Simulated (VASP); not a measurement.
# Nb (Im-3m) in VASP: single point with PBEsol

Aim: the single point of Nb with PBEsol.

Program: VASP 6.6.1. These are calculated values, not measurements. Logs are shortened: lines on timing, memory, paths and dates and some standing lists are left out, and cuts for length are marked.

## (1) The cell of the first run

The structure is cubic, space group Im-3m (No. 229). The conventional cell has a = 3.272 Å, b = 3.272 Å, c = 3.272 Å, α = 90.00°, β = 90.00°, γ = 90.00°. Nb (site symmetry m-3m) has 14 Nb at 2.83 to 3.27 Å within 3.7 Å.

## (2) Single point, PBEsol

The input, INCAR:

```
PREC = Accurate
ENCUT = 500
EDIFF = 1E-6
ISMEAR = 0
SIGMA = 0.1
LREAL = False
LASPH = True
NELM = 120
ALGO = Normal
ISIF = 2
LWAVE = False
LCHARG = True
GGA = PS
LELF = True
LVHAR = True
NBANDS = 12
GGA_COMPAT = False
```

The input, KPOINTS:

```
regular mesh
0
Gamma
  6 6 6
```

The input, POSCAR:

```
Nb
1.0
   -1.6362027020      1.6362027020      1.6362027020
    1.6362027020     -1.6362027020      1.6362027020
    1.6362027020      1.6362027020     -1.6362027020
Nb
1
Direct
    0.0000000000      0.0000000000      0.0000000000
```

Potentials or basis: VASP PAW PBE potentials, release 64 (Nb_sv).

Run with:

```
$ cat potpaw_PBE.64/Nb_sv/POTCAR > POTCAR
$ mpirun -np 1 vasp_std > vasp.out
```

OUTCAR:

```text
PREC = Accurate
   ENCUT = 500
   EDIFF = 1E-6
   ISMEAR = 0
   LREAL = False
   LASPH = True
   NELM = 120
   ISIF = 2
   GGA = PS

 ion  position               nearest neighbor table
   1  0.000  0.000  0.000-

  LATTYP: Found a body centered cubic cell.
 ALAT       =     3.2724054040

  Lattice vectors:

 A1 = (  -1.6362027020,   1.6362027020,   1.6362027020)
 A2 = (   1.6362027020,  -1.6362027020,   1.6362027020)
 A3 = (   1.6362027020,   1.6362027020,  -1.6362027020)

Analysis of symmetry for initial positions (statically):
=====================================================================
 Subroutine PRICEL returns:
 Original cell was already a primitive cell.

 Routine SETGRP: Setting up the symmetry group for a
 body centered cubic supercell.

 Subroutine GETGRP returns: Found 48 space group operations
 (whereof 48 operations were pure point group operations)
 out of a pool of 48 trial point group operations.

The static configuration has the point symmetry O_h .

Analysis of symmetry for dynamics (positions and initial velocities):
=====================================================================
 Subroutine PRICEL returns:
 Original cell was already a primitive cell.

 Routine SETGRP: Setting up the symmetry group for a
 body centered cubic supercell.

 Subroutine GETGRP returns: Found 48 space group operations
 (whereof 48 operations were pure point group operations)
 out of a pool of 48 trial point group operations.

The dynamic configuration has the point symmetry O_h .

 Subroutine INISYM returns: Found 48 space group operations
 (whereof 48 operations are pure point group operations),
 and found     1 'primitive' translations

----------------------------------------------------------------------------------------

                                     Primitive cell

  volume of cell :      17.5215

  direct lattice vectors                    reciprocal lattice vectors
    -1.636202702  1.636202702  1.636202702     0.000000000  0.305585610  0.305585610
     1.636202702 -1.636202702  1.636202702     0.305585610  0.000000000  0.305585610
     1.636202702  1.636202702 -1.636202702     0.305585610  0.305585610  0.000000000

  length of vectors
     2.833986211  2.833986211  2.833986211     0.432163313  0.432163313  0.432163313

  position of ions in fractional coordinates (direct lattice)
     0.000000000  0.000000000  0.000000000

  ion indices of the primitive-cell ions
   primitive index   ion index
                 1           1

----------------------------------------------------------------------------------------

 KPOINTS: regular mesh

Automatic generation of k-mesh.
 Grid dimensions read from file:
 generate k-points for:    6    6    6

 Generating k-lattice:

  Cartesian coordinates                     Fractional coordinates (reciprocal lattice)
     0.000000000  0.050930935  0.050930935     0.166666667  0.000000000  0.000000000
     0.050930935  0.000000000  0.050930935     0.000000000  0.166666667  0.000000000
     0.050930935  0.050930935  0.000000000     0.000000000  0.000000000  0.166666667

  Length of vectors
     0.072027219  0.072027219  0.072027219

  Shift w.r.t. Gamma in fractional coordinates (k-lattice)
     0.000000000  0.000000000  0.000000000

 Subroutine IBZKPT returns following result:
 ===========================================

 Found     16 irreducible k-points:

 Following reciprocal coordinates:
            Coordinates               Weight
  0.000000  0.000000  0.000000      1.000000
  0.166667  0.000000  0.000000     12.000000
  0.333333  0.000000  0.000000     12.000000
  0.500000  0.000000  0.000000      6.000000
  0.166667  0.166667  0.000000     24.000000
  0.333333  0.166667  0.000000     48.000000
[... 8 lines left out ...]
  0.500000  0.500000  0.333333     12.000000
  0.500000  0.500000  0.500000      1.000000
   k-points           NKPTS =     16   k-points in BZ     NKDIM =     16   number of bands    NBANDS=     12
   number of dos      NEDOS =    301   number of ions     NIONS =      1
   total plane-waves  NPLWV =  13824
   dimension x,y,z NGX =    24 NGY =   24 NGZ =   24
   dimension x,y,z NGXF=    48 NGYF=   48 NGZF=   48
   ions per type =               1
   NGX,Y,Z   is equivalent  to a cutoff of  14.08, 14.08, 14.08 a.u.
   NGXF,Y,Z  is equivalent  to a cutoff of  28.16, 28.16, 28.16 a.u.
 SYSTEM =  unknown system
   PREC   = accura    normal or accurate (medium, high low for compatibility)
   ISTART =      0    job   : 0-new  1-cont  2-samecut
   ICHARG =      2    charge: 1-file 2-atom 10-const
   ISPIN  =      1    spin polarized calculation?
   LNONCOLLINEAR =      F non collinear calculations
   LSORBIT =      F    spin-orbit coupling
   LASPH  =      T    aspherical Exc in radial PAW
   ENCUT  =  500.0 eV  36.75 Ry    6.06 a.u.   5.17  5.17  5.17*2*pi/ulx,y,z
   NELM   =    120;   NELMIN=  2; NELMDL= -5     # of ELM steps
   EDIFF  = 0.1E-05   stopping-criterion for ELM
   LREAL  =      F    real-space projection
[... 7 lines left out ...]
   TEBEG  =    0.0;   TEEND  =   0.0 temperature during run
   PSTRESS=    0.0 pullay stress
   NELECT =      13.0000    total number of electrons
   NUPDOWN=      -1.0000    fix difference up-down
   EMIN   =  10.00;   EMAX   =-10.00  energy-range for DOS
   EFERMI =   0.00;   METHOD = LEGACY
   ISMEAR =     0;   SIGMA  =   0.10  broadening in eV -4-tet -1-fermi 0-gaus
   EFERMI_NEDOS =   21; number of points for ismear=-14 and -15
   IALGO  =     38    algorithm
   IMIX   =      4    mixing-type and parameters
     AMIX     =   0.40;   BMIX     =  1.00
     AMIX_MAG =   1.60;   BMIX_MAG =  1.00
  volume/ion in A,a.u.               =      17.52       118.24
  Fermi-wavevector in a.u.,A,eV,Ry     =   1.482059  2.800686 29.885184  2.196499
  Thomas-Fermi vector in A             =   2.595892
   LORBIT       =      0    0 simple, 1 ext, 2 COOP (PROOUT), +10 PAW based schemes
   GGA     = PS    functional components
   LHFCALC =     F    Hartree Fock is set to
   AEXX    =    0.0000 exact exchange contribution
   IVDW    =     0    specifies the selected vdW correction
   LEPSILON=     F    determine dielectric tensor
   LRPA    =     F    only Hartree local field effects (RPA)
 non-spin polarized calculation
 Gauss-broadening in eV      SIGMA  =   0.10
  energy-cutoff  :      500.00
  volume of cell :       17.52
 maximum number of plane-waves:       466
 NGX is ok and might be reduce to    24
   NGX = 11   NGY = 11   NGZ = 11

 number of electron      13.0000001 magnetization

 Free energy of the ion-electron system (eV)
  ---------------------------------------------------
  ext. energy  EPLUGINS =         0.00000000
  ---------------------------------------------------
  free energy    TOTEN  =       -10.95182581 eV

  energy without entropy =      -10.94743743  energy(sigma->0) =      -10.94963162

 E-fermi :  11.5358     XC(G=0): -12.7615

 val. band max:       11.4475391358   @ k =   0.3333   0.1667   0.1667
 cond. band min:      11.5618379551   @ k =   0.1667   0.0000   0.0000
 fundamental gap:      0.1142988193
 Fermi energy:        11.5357715499

 k-point     1 :       0.0000    0.0000    0.0000
  band No.  band energies     occupation
      1     -42.7166      2.00000
      2     -17.9748      2.00000
      3     -17.9748      2.00000
      4     -17.9748      2.00000
      5       5.4183      2.00000
      6      11.8431      0.00001
      7      11.8431      0.00001
      8      11.8431      0.00001
      9      14.8364      0.00000
     10      14.8364      0.00000
     11      25.7191      0.00000
     12      25.7191      0.00000

 k-point     2 :       0.1667    0.0000    0.0000
  band No.  band energies     occupation
      1     -42.6485      2.00000
      2     -18.3734      2.00000
      3     -18.0959      2.00000
      4     -17.9786      2.00000
      5       6.4976      2.00000
      6      11.2008      2.00000
      7      11.5618      0.71240
      8      12.9606      0.00000
      9      14.2251      0.00000
     10      14.8710      0.00000
     11      26.3603      0.00000
     12      27.6668      0.00000

 k-point     3 :       0.3333    0.0000    0.0000
  band No.  band energies     occupation
      1     -42.5094      2.00000
      2     -19.1202      2.00000
      3     -18.3304      2.00000
      4     -17.9865      2.00000
      5       7.7876      2.00000
      6      10.1641      2.00000
      7      11.9151      0.00000
      8      14.6630      0.00000
      9      15.2252      0.00000
     10      15.8686      0.00000
     11      24.6940      0.00000
     12      26.2195      0.00000

 k-point     4 :       0.5000    0.0000    0.0000
  band No.  band energies     occupation
      1     -42.4384      2.00000
      2     -19.4727      2.00000
      3     -18.4440      2.00000
      4     -17.9907      2.00000
      5       7.5991      2.00000
      6       9.7272      2.00000
      7      13.8593      0.00000
      8      14.8955      0.00000
      9      15.6050      0.00000
     10      18.1493      0.00000
     11      23.1269      0.00000
     12      23.9563      0.00000

 k-point     5 :       0.1667    0.1667    0.0000
  band No.  band energies     occupation
      1     -42.5446      2.00000
      2     -18.8783      2.00000
      3     -18.2588      2.00000
      4     -18.0673      2.00000
      5       8.0300      2.00000
      6      10.5630      2.00000
      7      10.7921      2.00000
      8      13.9289      0.00000
      9      15.2927      0.00000
     10      15.4966      0.00000
     11      26.3974      0.00000
     12      27.3319      0.00000

 k-point     6 :       0.3333    0.1667    0.0000
  band No.  band energies     occupation
      1     -42.4388      2.00000
      2     -19.2880      2.00000
      3     -18.5451      2.00000
      4     -18.1028      2.00000
      5       8.4476      2.00000
      6       9.9810      2.00000
      7      11.8060      0.00013
      8      14.5984      0.00000
      9      15.8083      0.00000
     10      18.8498      0.00000
     11      23.7234      0.00000
     12      25.0668      0.00000

 k-point     7 :       0.3333    0.3333    0.0000
  band No.  band energies     occupation
      1     -42.4033      2.00000
      2     -19.0168      2.00000
      3     -19.0168      2.00000
      4     -18.1656      2.00000
      5       9.2009      2.00000
      6      10.5815      2.00000
      7      10.5815      2.00000
      8      15.3597      0.00000
      9      15.3597      0.00000
     10      21.8511      0.00000
     11      22.8920      0.00000
     12      22.8920      0.00000

 k-point     8 :       0.1667    0.1667    0.1667
  band No.  band energies     occupation
      1     -42.4628      2.00000
      2     -19.1613      2.00000
      3     -18.3304      2.00000
      4     -18.3304      2.00000
      5       9.8490      2.00000
      6       9.9330      2.00000
      7       9.9330      2.00000
      8      15.3128      0.00000
      9      15.3128      0.00000
     10      19.1643      0.00000
     11      25.0325      0.00000
     12      25.7356      0.00000
[... 46 lines left out ...]
 k-point    12 :       0.5000    0.5000    0.1667
  band No.  band energies     occupation
      1     -42.3908      2.00000
      2     -19.3569      2.00000
      3     -18.5869      2.00000
      4     -18.2546      2.00000
      5       8.3577      2.00000
      6      10.9125      2.00000
      7      11.0253      2.00000
      8      13.3477      0.00000
      9      17.9316      0.00000
     10      18.4682      0.00000
     11      23.4260      0.00000
     12      26.3932      0.00000

 k-point    13 :      -0.3333    0.5000    0.1667
  band No.  band energies     occupation
      1     -42.3670      2.00000
      2     -19.1690      2.00000
      3     -18.8296      2.00000
      4     -18.3459      2.00000
      5       9.3127      2.00000
      6       9.4671      2.00000
      7      11.1985      2.00000
      8      14.3098      0.00000
      9      16.0691      0.00000
     10      19.9443      0.00000
     11      23.6016      0.00000
     12      25.6419      0.00000

 k-point    14 :      -0.3333    0.3333    0.3333
  band No.  band energies     occupation
      1     -42.3490      2.00000
      2     -18.9621      2.00000
      3     -18.7337      2.00000
      4     -18.7337      2.00000
      5       8.7975      2.00000
      6       9.0111      2.00000
      7      13.7565      0.00000
      8      13.7565      0.00000
      9      15.5049      0.00000
     10      17.3774      0.00000
     11      26.7360      0.00000
     12      26.7360      0.00000

 k-point    15 :       0.5000    0.5000    0.3333
  band No.  band energies     occupation
      1     -42.2945      2.00000
      2     -19.1178      2.00000
      3     -18.8617      2.00000
      4     -18.7554      2.00000
      5       8.1895      2.00000
      6       8.4867      2.00000
      7      14.1165      0.00000
      8      14.4770      0.00000
      9      17.5239      0.00000
     10      20.4378      0.00000
     11      22.2732      0.00000
     12      23.8465      0.00000

 k-point    16 :       0.5000    0.5000    0.5000
  band No.  band energies     occupation
      1     -42.2456      2.00000
      2     -18.9941      2.00000
      3     -18.9941      2.00000
      4     -18.9941      2.00000
      5       7.5519      2.00000
      6       7.5519      2.00000
      7      17.3317      0.00000
      8      17.3317      0.00000
      9      17.3317      0.00000
     10      20.7344      0.00000
     11      20.7344      0.00000
     12      20.7344      0.00000

------------------------ aborting loop because EDIFF is reached ----------------------------------------

  FORCE on cell =-STRESS in cart. coord.  units (eV):
  Direction    XX          YY          ZZ          XY          YZ          ZX
  --------------------------------------------------------------------------------------
  -------------------------------------------------------------------------------------
  Total       -0.4045586     -0.4045586     -0.4045586      0.0000000     -0.0000000      0.0000000
  in kB      -36.9931014    -36.9931014    -36.9931014      0.0000000     -0.0000000      0.0000000
  external PRESSURE =     -36.9931014 kB  Pullay stress =       0.0000000 kB

 VOLUME and BASIS-vectors are now :
 -----------------------------------------------------------------------------
  energy-cutoff  :      500.00
  volume of cell :       17.52
      direct lattice vectors                 reciprocal lattice vectors
    -1.636202702  1.636202702  1.636202702     0.000000000  0.305585610  0.305585610
     1.636202702 -1.636202702  1.636202702     0.305585610  0.000000000  0.305585610
     1.636202702  1.636202702 -1.636202702     0.305585610  0.305585610  0.000000000

 POSITION                                       TOTAL-FORCE (eV/Angst)
 -----------------------------------------------------------------------------------
      0.00000      0.00000      0.00000         0.000000      0.000000      0.000000
 -----------------------------------------------------------------------------------
    total drift:                                0.000000      0.000000     -0.000000

  FREE ENERGIE OF THE ION-ELECTRON SYSTEM (eV)
  ---------------------------------------------------
  free  energy   TOTEN  =       -10.9518258088 eV

  energy  without entropy=      -10.9474374255  energy(sigma->0) =      -10.94963162
```

It took 2.6 s on 1 thread of Intel Xeon 6975P-C (Granite Rapids), shared host; peak memory 0.13 GiB.

What came out:

```yaml
Free_energy: -10.9518 eV
Pressure: -3.7 GPa
```

Caveat: the k points lie up to 0.45 Å⁻¹ apart; the PAW data sets were made with another functional, which shifts forces and pressure a little.
